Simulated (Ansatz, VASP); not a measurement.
# Li3TaO4 in VASP and in Ansatz

```
Li Ta O
1.0
    -2.04226    2.04226    4.25296
     2.04226   -2.04226    4.25296
     2.04226    2.04226   -4.25296
Li Ta O
3 1 4
Direct
  0.48472 0.48472 0.00000
  0.24871 0.74871 0.50000
  0.74871 0.24871 0.50000
  0.00038 0.00038 0.00000
  0.00019 0.50019 0.50000
  0.77582 0.77582 0.00000
  0.50019 0.00019 0.50000
  0.22730 0.22730 0.00000
```

Change from the starting cell: mode 1 (-167.1 1/cm) frozen in, largest displacement -0.130 Å.

Alike in both runs: task single point; functional PBEsol; k mesh 10 × 10 × 10; occupations gaussian, width 0.05 eV; no spin polarisation.

```csv
,VASP,Ansatz
version,VASP 6.6.1,Ansatz 0.2.0
potentials or method,"VASP PAW PBE potentials, release 64 (Li_sv, Ta_sv_GW, O), cutoff 880 eV","scalar-relativistic, plane waves, PAW"
valence electrons in the cell,46,46
```

```csv
,VASP,Ansatz,Ansatz less VASP
gap on the k mesh at the Fermi level (eV),1.58,1.59,+0.005
least direct gap on the mesh (eV),1.64,1.65,+0.007
pressure (GPa),0.4,0.0,-0.40
"traceless stress, the component that is largest in VASP (GPa)",0.50,0.28,-0.213
rms of the force components (eV/Å),0.030,0.020,-0.0097
```

VASP's potentials were made for PBE, not for PBEsol. Atom by atom the forces differ by 0.021 eV/Å (rms over components).

Neither program's run includes spin-orbit coupling.
